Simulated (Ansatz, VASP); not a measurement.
# One calculation of MgO, two programs

Contents of INCAR:

```
PREC = Accurate
ENCUT = 600
EDIFF = 1E-6
ISMEAR = 0
SIGMA = 0.1
LREAL = F
LASPH = T
NELM = 80
ALGO = Normal
ISIF = 3
LWAVE = F
LCHARG = F
GGA = PE
IBRION = 2
NSW = 100
EDIFFG = -0.01
```

Contents of KPOINTS:

```
Automatic mesh
0
Gamma
  12 12 8
```

POSCAR

```
MgO
1.0
    3.6576976094      0.0000000000      0.0000000000
   -1.8288488047      3.1676590491      0.0000000000
    0.0000000000      0.0000000000      6.9117082990
Mg O
2 2
Direct
    0.0000000000      0.0000000000      0.5000000000
    0.0000000000      0.0000000000      0.0000000000
    0.3333333333      0.6666666667      0.0000000000
    0.6666666667      0.3333333333      0.0000000000
```

Input for Ansatz:

```yaml
crystal:
  lattice:
    - [3.6576976094, 0.0, 0.0]
    - [-1.8288488047, 3.1676590491, 0.0]
    - [0.0, 0.0, 6.911708299]
  atoms:
    - { symbol: Mg, position: [0.0, 0.0, 0.5] }
    - { symbol: Mg, position: [0.0, 0.0, 0.0] }
    - { symbol: O, position: [0.3333333333, 0.6666666667, 0.0] }
    - { symbol: O, position: [0.6666666667, 0.3333333333, 0.0] }
basis:
  ecutwfc: 420
kpoints:
  mp_grid: { grid: [12, 12, 8] }
hamiltonian:
  xc: pbe
scf:
  occupations: { method: gaussian, width: 0.1 }
output:
  forces: true
  stress: true
  eigenvalues: true
relax:
  adjacent_minimum: "off"
  f_tol: 0.01
  max_steps: 80
  cell: { stress_tol: 0.05 }
```

Alike in both runs: task relaxation of cell and atoms; functional PBE; k mesh 12 × 12 × 8; occupations gaussian, width 0.1 eV; no spin polarisation.

|  | VASP | Ansatz |
| --- | --- | --- |
| version | VASP 6.6.1 | Ansatz 0.2.0 |
| potentials or method | VASP PAW PBE potentials, release 64 (Mg, O), cutoff 600 eV | scalar-relativistic, plane waves, PAW |
| valence electrons in the cell | 16 | 32 |

```csv
,VASP,Ansatz,Ansatz less VASP
"gap on the k mesh at the Fermi level, each at its own relaxed structure (eV)",none,none,-
relaxed volume (Å³/atom),19.95,20.09,+0.137
relaxed length of the cell vector where the two differ most in proportion (Å),6.908,6.935,+0.0270
```

A gap of «none» marks a metal or a gap that the smearing closes. VASP's potentials hold 16 valence electrons a cell and Ansatz's 32, so a difference there can come from the potentials and not from the codes.
